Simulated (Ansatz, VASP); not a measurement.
# AlRu in VASP and in Ansatz

```xyz
2
Lattice="2.9826 0.0000 0.0000 0.0000 2.9826 0.0000 0.0000 0.0000 2.9826" Properties=species:S:1:pos:R:3 pbc="T T T"
Al    0.0000    0.0000    0.0000
Ru    1.4913    1.4913    1.3913
```

Change from the starting cell: all Ru atoms moved -0.100 Å, as atom 2 along Cartesian [0 0 1].

Alike in both runs: task single point; functional r2SCAN; k mesh 20 × 20 × 20; occupations gaussian, width 0.15 eV; no spin polarisation.

```csv
,VASP,Ansatz
version,VASP 6.6.1,Ansatz 0.2.0
potentials or method,"VASP PAW PBE potentials, release 64 (Al, Ru_pv), cutoff 520 eV","scalar-relativistic, plane waves, PAW"
valence electrons in the cell,17,19
```

```csv
,VASP,Ansatz,Ansatz less VASP
gap on the k mesh at the Fermi level (eV),none,none,-
pressure (GPa),0.9,0.8,-0.15
"traceless stress, the component that is largest in VASP (GPa)",-0.56,-0.55,+0.013
rms of the force components (eV/Å),0.476,0.471,-0.0056
```

VASP's potentials were made for PBE, not for r2SCAN. Atom by atom the forces differ by 0.006 eV/Å (rms over components). A gap of «none» marks a metal or a gap that the smearing closes. The functional is the same, so the differences come from potentials, cutoffs and numerics. VASP's potentials hold 17 valence electrons a cell and Ansatz's 19, so a difference there can come from the potentials and not from the codes.
